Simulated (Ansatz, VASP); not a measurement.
**One calculation of O, two programs**

INCAR

```
SYSTEM = O
PREC = Accurate
ENCUT = 520
EDIFF = 1E-8
ISMEAR = -1
SIGMA = 0.01
LREAL = .FALSE.
LASPH = .TRUE.
NELM = 60
ALGO = Normal
ISIF = 2
LWAVE = .FALSE.
LCHARG = .FALSE.
GGA = PS
LEFG = .TRUE.
NBANDS = 13
```

KPOINTS

```
Automatic mesh
0
G
  12 12 12
  0 0 0
```

Contents of POSCAR:

```
O
1.0
    0.0000000000      2.1075500000      3.3448500000
    1.4783500000      0.0000000000      3.3448500000
    1.4783500000      2.1075500000      0.0000000000
O
2
Direct
    0.0871000000      0.0871000000      0.9129000000
    0.9129000000      0.9129000000      0.0871000000
```

Input for Ansatz:

```yaml
crystal:
  lattice:
    - [0.0, 2.10755, 3.34485]
    - [1.47835, 0.0, 3.34485]
    - [1.47835, 2.10755, 0.0]
  atoms:
    - { symbol: O, position: [0.0871, 0.0871, 0.9129] }
    - { symbol: O, position: [0.9129, 0.9129, 0.0871] }
kpoints:
  mp_grid: { grid: [12, 12, 12] }
  band_path:
    path:
      - [0.0, 0.0, 0.0]
      - [0.5, 0.0, 0.5]
      - [1.0, 0.5, 0.5]
      - [0.5, 0.5, 0.0]
      - [0.0, 0.0, 0.0]
      - [0.0, 0.4218456627, 0.4218456627]
      - [1.0, 0.5781543373, 0.5781543373]
      - [1.0, 0.5, 0.5]
      - [0.5, 0.0, 0.5]
    npoints: 5
scf:
  occupations: { method: fermi_dirac, width: 0.01 }
hamiltonian:
  xc: pbesol
  pseudopotentials: { kind: paw }
output:
  forces: true
  stress: true
  eigenvalues: true
  efg: { contact_densities: true }
  write_density: true
  write_potential: true
  elf: true
  volumetric_format: npy
```

Alike in both runs: task electric field gradients; functional PBEsol; k mesh 12 × 12 × 12; occupations fermi-dirac, width 0.01 eV; no spin polarisation.

|  | VASP | Ansatz |
| --- | --- | --- |
| version | VASP 6.6.1 | Ansatz 0.2.0 |
| potentials or method | VASP PAW PBE potentials, release 64 (O) | PAW with Ansatz's default frozen-core files, scalar-relativistic |
| plane-wave cutoff (eV) | 520 | 420 |
| valence electrons in the cell | 12 | 12 |

|  | VASP | Ansatz | Ansatz less VASP |
| --- | --- | --- | --- |
| pressure (GPa) | 13.5 | 7.8 | -5.76 |
| traceless stress, the component that is largest in VASP (GPa) | 42.42 | 29.95 | -12.466 |
| rms of the force components (eV/Å) | 3.127 | 1.901 | -1.2256 |
| size of Vzz on the site where it differs most (V/Å²) | 110.6 | 109.9 | -0.66 |

VASP's potentials were made for PBE, not for PBEsol. Atom by atom the forces differ by 1.226 eV/Å (rms over components).

Noted on VASP's run: the standard files for N, O and F lose accuracy on very short bonds; spin is off for a triplet molecule.
